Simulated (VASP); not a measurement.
Here is a VASP 6.6.1 calculation.

File INCAR:

```
SYSTEM = GaAs
PREC = Accurate ; ENCUT = 520
EDIFF = 1E-7 ; ISMEAR = -1
SIGMA = 0.02 ; LREAL = .False.
LASPH = .True. ; NELM = 80
ALGO = Normal ; ISIF = 2
LWAVE = .False. ; LCHARG = .True.
GGA = PE ; LELF = .True.
LVHAR = .True. ; NBANDS = 16
```

File KPOINTS:

```
regular mesh
0
Gamma
  8 8 8
  0 0 0
```

The input POSCAR:

```
GaAs
1.0
    0.0000000000      2.8330850794      2.8330850794
    2.8330850794      0.0000000000      2.8330850794
    2.8330850794      2.8330850794      0.0000000000
Ga As
1 1
Direct
    0.0000000000      0.0000000000      0.0000000000
    0.2500000000      0.2500000000      0.2500000000
```

Potentials or basis: VASP PAW PBE potentials, release 64 (Ga_d, As).

Run with:

```console
$ cat potpaw_PBE.64/Ga_d/POTCAR potpaw_PBE.64/As/POTCAR > POTCAR
$ mpirun -np 1 vasp_std > vasp.out
```

(1) What does it give for the band gap on the k mesh?

(2) Estimate the pressure.

## Answers

(1) 0.47 eV, direct.

(2) 3.0 GPa.
